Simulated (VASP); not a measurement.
TiCo, 2 atoms in the cell. The structure is trigonal, space group R-3m (No. 166). The conventional cell has a = 2.849 Å, b = 2.849 Å, c = 11.604 Å, α = 90.00°, β = 90.00°, γ = 120.00°. Within 3.4 Å of Co (site symmetry -3m) lie 6 Ti at 2.54 Å and 6 Co at 2.85 Å. Ti (site symmetry -3m) has 6 Co at 2.54 Å and 6 Ti at 2.85 Å within 3.4 Å. 

```yaml
Program: VASP 6.6.1
Task: single point
Functional: r2SCAN
Potentials_or_basis: VASP PAW PBE potentials, release 64 (Co, Ti_sv)
Cutoff: 520 eV
k_mesh: 18 × 18 × 18
Occupations: gaussian, width 0.1 eV
Spin: no spin polarisation
Dipole_correction: no
Further_INCAR_settings: ALGO = Normal; EDIFF = 1e-06; NBANDS = 18
```

Potentials or basis: VASP PAW PBE potentials, release 64 (Co, Ti_sv).

Run with:

```bash
$ cat potpaw_PBE.64/Co/POTCAR potpaw_PBE.64/Ti_sv/POTCAR > POTCAR
$ cp INCAR.step1 INCAR
$ mpirun -np 1 vasp_std > vasp.out
$ cp INCAR.step2 INCAR
$ mpirun -np 1 vasp_std > vasp.out
```

Hardware: 1 thread of Intel(R) Xeon(R) Platinum 8259CL CPU @ 2.50GHz (Skylake/Cascade Lake), with other jobs on the host.

Question: How long does it take, and how much memory?

Answer: It took 26 min on 1 thread of Intel(R) Xeon(R) Platinum 8259CL CPU @ 2.50GHz (Skylake/Cascade Lake), with other jobs on the host, peak memory 0.43 GiB. Counts: k points 580.
